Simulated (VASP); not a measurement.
**Pd: single point with PBE**

The system is Pd.

```
CELL_PARAMETERS angstrom
4.31640 0.00000 0.00000
-2.15820 3.73812 0.00000
0.00000 0.00000 2.56835
ATOMIC_POSITIONS crystal
Pd 0.00000 0.00000 0.00000
Pd 0.33333 0.66667 0.50000
Pd 0.66667 0.33333 0.50000
```

This isn't the form of Pd at room conditions, which is fcc.

```yaml
Program: VASP 6.6.1
Task: single point
Functional: PBE
Potentials_or_basis: VASP PAW PBE potentials, release 64 (Pd)
Cutoff: 520 eV
k_mesh: 11 × 11 × 15
Occupations: fermi-dirac, width 0.1 eV
Spin: no spin polarisation
Dipole_correction: no
Further_INCAR_settings: ALGO = Normal; EDIFF = 1e-06; NBANDS = 22
```

```json
{
  "Pressure": "28.1 GPa",
  "Band gap on the k mesh": "zero (bands 15 and 16 overlap by 1.04 eV)"
}
```

Stress tensor (GPa, compression positive):
```
28.09  0.00  0.00
 0.00 28.09  0.00
 0.00  0.00 28.19
```

Levels at points of the mesh, in eV from the Fermi level:
```
           k point  band 13  band 14  band 15  band 16  band 17  band 18
(0.00, 0.00, 0.00)    -1.67    -1.67     0.16     0.16     7.93     7.93
```

Wall time 2 min on 1 thread of Intel Xeon 8259CL (shared host), peak memory 0.22 GiB.

Caveat: the cell stands under pressure.
